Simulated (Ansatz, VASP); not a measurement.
**One calculation of Pt, two programs**

The input INCAR:

```
SYSTEM = Pt
  PREC = Accurate
  ENCUT = 520
  EDIFF = 1E-6
  ISMEAR = 0
  SIGMA = 0.15
  LREAL = .FALSE.
  LASPH = .TRUE.
  NELM = 100
  ALGO = Fast
  ISIF = 2
  LWAVE = .FALSE.
  LCHARG = .FALSE.
  NBANDS = 11
```

Contents of KPOINTS:

```
Automatic mesh
0
G
  22 22 22
  0 0 0
```

File POSCAR:

```
Pt
1.0
    0.0000000000      2.0765625550      1.7794064534
    2.0765625550      0.0000000000      1.7794064534
    2.0765625550      2.0765625550      0.0000000000
Pt
1
Direct
    0.0000000000      0.0000000000      0.0000000000
```

Input for Ansatz:

```yaml
crystal:
  lattice:
    - [0.0, 2.076562555, 1.7794064534]
    - [2.076562555, 0.0, 1.7794064534]
    - [2.076562555, 2.076562555, 0.0]
  atoms:
    - { symbol: Pt, position: [0.0, 0.0, 0.0] }
basis:
  ecutwfc: 420
kpoints:
  mp_grid: { grid: [22, 22, 22] }
hamiltonian:
  xc: lda
  pseudopotentials: { kind: paw, azcp: { folder: soft_1 } }
scf:
  occupations: { method: gaussian, width: 0.15 }
output:
  forces: true
  stress: true
  eigenvalues: true
```

Alike in both runs: task single point; functional LDA; k mesh 22 × 22 × 22; occupations gaussian, width 0.15 eV; no spin polarisation.

|  | VASP | Ansatz |
| --- | --- | --- |
| version | VASP 6.6.1 | Ansatz 0.2.0 |
| potentials or method | VASP PAW LDA potentials, release 64 (Pt), cutoff 520 eV | scalar-relativistic, plane waves, PAW |
| valence electrons in the cell | 10 | 18 |

|  | VASP | Ansatz | Ansatz less VASP |
| --- | --- | --- | --- |
| gap on the k mesh at the Fermi level (eV) | none | none | - |
| pressure (GPa) | -8.6 | -9.3 | -0.69 |
| traceless stress, the component that is largest in VASP (GPa) | 4.81 | 4.79 | -0.023 |

Ansatz warns that its potentials were made for another functional, while VASP's fit it. LDA's correlation is that of Perdew and Zunger in VASP and of Perdew and Wang (1992) in Ansatz. A gap of «none» marks a metal or a gap that the smearing closes. VASP's potentials hold 10 valence electrons a cell and Ansatz's 18, so a difference there can come from the potentials and not from the codes.

Neither program's run includes spin-orbit coupling.
